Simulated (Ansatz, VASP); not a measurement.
Be3ZnSe: VASP beside Ansatz

The input INCAR:

```
SYSTEM = Be3ZnSe
PREC = Accurate ; ENCUT = 600
EDIFF = 1E-6 ; ISMEAR = 0
SIGMA = 0.2 ; LREAL = .FALSE.
LASPH = .TRUE. ; NELM = 80
ALGO = Normal ; ISIF = 3
LWAVE = .FALSE. ; LCHARG = .FALSE.
GGA = PE ; IBRION = 2
NSW = 80 ; EDIFFG = -0.025
```

File KPOINTS:

```
regular mesh
0
G
  6 6 2
  0 0 0
```

POSCAR

```
Be3ZnSe
1.0
    3.6046426162     -0.0474680043     -0.0025892860
   -1.8434298058      3.1719270582      0.0549993562
   -0.0084645688      0.2027246578     11.9455405609
Be Zn Se
6 2 2
Direct
    0.3183213187      0.6134763962      0.0913266189
    0.3426736924      0.7328958228      0.4743805261
    0.3063068757      0.6710084975      0.6873071857
    0.6821635162      0.3635253285      0.3602455507
    0.6589797121      0.3299533227      0.7316410229
    1.0241162302     -0.0694904404      0.6523336282
    0.6372083116      0.2925559279      0.5399033738
    0.9774319337     -0.0169410124      0.8043063224
    0.3573421226      0.7274034540      0.2786198929
    1.0287896201      0.0222793697      0.0519358784
```

Input for Ansatz:

```yaml
crystal:
  lattice:
    - [3.6046426162, -0.0474680043, -0.002589286]
    - [-1.8434298058, 3.1719270582, 0.0549993562]
    - [-0.0084645688, 0.2027246578, 11.9455405609]
  atoms:
    - { symbol: Be, position: [0.3183213187, 0.6134763962, 0.0913266189] }
    - { symbol: Be, position: [0.3426736924, 0.7328958228, 0.4743805261] }
    - { symbol: Be, position: [0.3063068757, 0.6710084975, 0.6873071857] }
    - { symbol: Be, position: [0.6821635162, 0.3635253285, 0.3602455507] }
    - { symbol: Be, position: [0.6589797121, 0.3299533227, 0.7316410229] }
    - { symbol: Be, position: [1.0241162302, -0.0694904404, 0.6523336282] }
    - { symbol: Zn, position: [0.6372083116, 0.2925559279, 0.5399033738] }
    - { symbol: Zn, position: [0.9774319337, -0.0169410124, 0.8043063224] }
    - { symbol: Se, position: [0.3573421226, 0.727403454, 0.2786198929] }
    - { symbol: Se, position: [1.0287896201, 0.0222793697, 0.0519358784] }
basis:
  ecutwfc: 420
kpoints:
  mp_grid: { grid: [6, 6, 2] }
hamiltonian:
  xc: pbe
scf:
  occupations: { method: gaussian, width: 0.2 }
  lower_state_search: "off"
output:
  forces: true
  stress: true
  eigenvalues: true
relax:
  adjacent_minimum: "off"
  f_tol: 0.025
  max_steps: 60
  cell: { stress_tol: 0.25 }
```

Change from the starting cell: cell x1, atoms moved at random (sigma 0.15 Å) and cell strained at random (1.5 %), then relaxed without symmetry.

Alike in both runs: task relaxation of cell and atoms; functional PBE; k mesh 6 × 6 × 2; occupations gaussian, width 0.2 eV; no spin polarisation.

```csv
,VASP,Ansatz
version,VASP 6.6.1,Ansatz 0.2.0
potentials or method,"VASP PAW PBE potentials, release 64 (Be, Zn, Se), cutoff 600 eV","scalar-relativistic, plane waves, PAW"
valence electrons in the cell,48,68
```

```tsv
	VASP	Ansatz	Ansatz less VASP
gap on the k mesh at the Fermi level, each at its own relaxed structure (eV)	none	none	-
relaxed volume (Å³/atom)	13.94	13.90	-0.042
relaxed cell length with the largest relative difference (Å)	11.964	11.944	-0.0200
```

A gap of «none» marks a metal or a gap that the smearing closes. VASP's potentials hold 48 valence electrons a cell and Ansatz's 68, so a difference there can come from the potentials and not from the codes.
